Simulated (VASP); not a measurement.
Wanted: the native input for a VASP 6.6.1 run.

```yaml
Task: single point
Functional: LDA
Potentials_or_basis: VASP PAW LDA potentials, release 64 (Na_pv, Cl)
Cutoff: 520 eV
k_mesh: 7 × 7 × 7
Occupations: fermi-dirac, width 0.05 eV
Spin: no spin polarisation
Dipole_correction: no
Further_INCAR_settings: ALGO = Normal; EDIFF = 1e-07; NBANDS = 14
```

The structure of NaCl lies in POSCAR:

```
NaCl
1.0
    0.0000000000      3.0135163771      3.0135163771
    3.0135163771      0.0000000000      3.0135163771
    3.0135163771      3.0135163771      0.0000000000
Na Cl
1 1
Direct
    0.2500000000      0.2500000000      0.2500000000
    0.5000000000      0.5000000000      0.5000000000
```

The input as run:

INCAR

```
ALGO = Normal
EDIFF = 1E-7
ENCUT = 520
ISIF = 2
ISMEAR = -1
LASPH = True
LCHARG = False
LREAL = False
LWAVE = False
NBANDS = 14
NELM = 100
PREC = Accurate
SIGMA = 0.05
```

KPOINTS

```
k-points
0
Gamma
  7 7 7
```

Potentials or basis: VASP PAW LDA potentials, release 64 (Na_pv, Cl).

The run is started by

```console
$ cat potpaw_LDA.64/Na_pv/POTCAR potpaw_LDA.64/Cl/POTCAR > POTCAR
$ mpirun -np 1 vasp_std > vasp.out
```

Results of the run:

```yaml
Pressure: 0.0 GPa
Band_gap_on_the_k_mesh: 4.71 eV, direct
```

Wall time 4.4 s on 1 thread of Intel(R) Xeon(R) 6975P-C (Granite Rapids), with other jobs on the host, peak memory 0.15 GiB.
